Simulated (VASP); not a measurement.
Crystal: MoSe.

```xyz
2
Lattice="0.0000 2.5490 2.5490 2.5490 0.0000 2.5490 2.5490 2.5490 0.0000" Properties=species:S:1:pos:R:3 pbc="T T T"
Mo    0.0000    0.0000    0.0000
Se    2.5490    2.5490    2.5490
```

```yaml
Program: VASP 6.6.1
Task: relaxation of cell and atoms
Functional: PBE
Potentials_or_basis: VASP PAW PBE potentials, release 64 (Mo_sv, Se)
Cutoff: 500 eV
k_mesh: 6 × 6 × 6
Occupations: gaussian, width 0.1 eV
Spin: collinear spin
Starting_moments: "[2.79, 0.0] μB"
Hubbard_terms: Mo d U = 4.38 eV
```

At the start: pressure 36.1 GPa; volume 16.56 Å³/atom.

Problem. How do energy, volume and symmetry change on relaxing?

Solution. Over 4 steps the energy falls by 544.8 meV/atom and the volume is 22.93 Å³/atom (+38.4 %); space group Fm-3m (No. 225, to 0.1 Å) before and after; moment 3.99 μB per cell.

The path:
```tsv
step	energy change (eV)	largest force (eV/Å)	pressure (GPa)	volume (Å³)
1	0.0000	0.0000	36.08	33.13
2	-0.8167	0.0000	-8.67	54.42
3	-1.0888	0.0000	0.60	45.39
4	-1.0896	0.0000	-0.07	45.86
```

Final structure:
```
Mo Se
1.0
     0.00000    2.84091    2.84091
     2.84091    0.00000    2.84091
     2.84091    2.84091    0.00000
Mo Se
1 1
Direct
  0.00000 0.00000 0.00000
  0.50000 0.50000 0.50000
```

Caveat: the electronic state changed during the relaxation; the volume moved by over 15 % at a fixed basis, so the end points are rough.
